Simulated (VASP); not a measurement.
Input of a VASP 6.6.1 run:

INCAR

```
ALGO     = Normal         # electronic algorithm
EDIFF    = 1E-6           # SCF threshold, eV
ENCUT    = 520            # plane-wave cutoff, eV
ISIF     = 2              # what is computed and relaxed
ISMEAR   = 0              # smearing method
LASPH    = True           # aspherical terms in the spheres
LCHARG   = True           # write CHGCAR
LELF     = True           # ELF
LREAL    = Auto         
LVHAR    = True         
LWAVE    = False          # write WAVECAR
NBANDS   = 49             # bands
NELM     = 100            # most SCF steps
PREC     = Accurate       # precision mode
SIGMA    = 0.02           # smearing width, eV
```

File KPOINTS:

```
k-points
0
Gamma
  3 3 3
```

The input POSCAR:

```
Si16O
1.0
    0.0000000000      5.4019422730     -5.4019422730
    5.4019422730      5.4019422730      0.0000000000
    5.4019422730      0.0000000000     -5.4019422730
Si O
16 1
Direct
    0.1377548967      0.1292751689      0.1257886452
    0.1136523622      0.6258344368      0.1235921204
    0.6200348561      0.0790833146      0.1293300566
    0.6084624444      0.5974408531      0.1156435905
    0.1376978802      0.1226331135      0.6284789486
    0.1216912301      0.6283206722      0.6244378095
    0.6314158552      0.1303234956      0.6560919797
    0.6257775128      0.6265755591      0.6175041923
    0.2355037199      0.7537064067      0.2499625934
    0.2564585903      0.2526556988      0.2528335978
    0.7407575457      0.7083466106      0.2436574538
    0.7706987209      0.2420947752      0.2864641867
    0.2510980184      0.7483558312      0.7492716130
    0.2582634966      0.2543236174      0.7520484845
    0.7469527248      0.7554041294      0.7435611669
    0.7632800003      0.2543982202      0.7701810367
   -0.2762403640      0.0539203281      0.2869611376
```

Potentials or basis: VASP PAW LDA potentials, release 64 (Si, O).

The run is started by

```sh
$ cat potpaw_LDA.64/Si/POTCAR potpaw_LDA.64/O/POTCAR > POTCAR
$ mpirun -np 1 vasp_std > vasp.out
```

Question: Estimate the pressure.

Answer: 2.2 GPa.

Question: Estimate the band gap on the k mesh.

Answer: 0.39 eV.

Question: Estimate the largest force.

Answer: 0.104 eV/Å.

Stress tensor (GPa, compression positive):
```
 2.32  1.15 -1.46
 1.15  2.14 -1.56
-1.46 -1.56  2.00
```

Caveat: semilocal functionals underestimate gaps, and a narrow one can read as zero.
